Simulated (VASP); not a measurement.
Set up this calculation in VASP 6.6.1, as the native input.

| Property | Result |
| --- | --- |
| Task | single point |
| Functional | LDA |
| Potentials or basis | VASP PAW LDA potentials, release 64 (Ru_pv) |
| Cutoff | 520 eV |
| k mesh | 6 × 6 × 1 |
| Occupations | gaussian, width 0.1 eV |
| Spin | no spin polarisation |
| Dipole correction | yes |
| Further INCAR settings | ALGO = Normal; EDIFF = 1e-07; NBANDS = 73 |

The structure of Ru lies in POSCAR:

```
Ru
1.0
    4.6313056940      0.0000000000      0.0000000000
   -2.3156528470      4.0108283837      0.0000000000
    0.0000000000      0.0000000000     21.2264228674
Ru
9
Direct
    0.3333333333      0.3333333333      0.4004442978
    0.6666666667      0.0000000000      0.4004442978
    0.0000000000      0.6666666667      0.4004442978
    0.6666666667      0.6666666667      0.4964121994
    0.0000000000      0.3333333333      0.4964121994
    0.3333333333      0.0000000000      0.4964121994
    0.3333333333      0.3333333333      0.5923781121
    0.6666666667      0.0000000000      0.5923781121
    0.0000000000      0.6666666667      0.5923781121
```

These files were run (other wordings do the same):

INCAR

```
SYSTEM = Ru
ALGO = Normal
DIPOL = 0.5 0.5 0.496
EDIFF = 1E-7
ENCUT = 520
GGA = CA
IDIPOL = 3
ISIF = 2
ISMEAR = 0
LASPH = .True.
LCHARG = .True.
LDIPOL = .True.
LELF = .True.
LREAL = .False.
LVACPOTAV = .True.
LVHAR = .True.
LWAVE = .False.
NBANDS = 73
NELM = 100
PREC = Accurate
SIGMA = 0.1
```

KPOINTS

```
k-points
0
Gamma
  6 6 1
  0 0 0
```

Potentials or basis: VASP PAW LDA potentials, release 64 (Ru_pv).

The run is started by

```console
$ cat potpaw_LDA.64/Ru_pv/POTCAR > POTCAR
$ mpirun -np 1 vasp_std > vasp.out
```

Results of the run:

- Largest force: 0.066 eV/Å
- Band gap on the k mesh: zero (bands 63 and 64 overlap by 0.34 eV)

Run time: 6.7 min on 1 thread of Intel(R) Xeon(R) Platinum 8259CL CPU @ 2.50GHz (Skylake/Cascade Lake), on a shared host, peak memory 0.42 GiB.
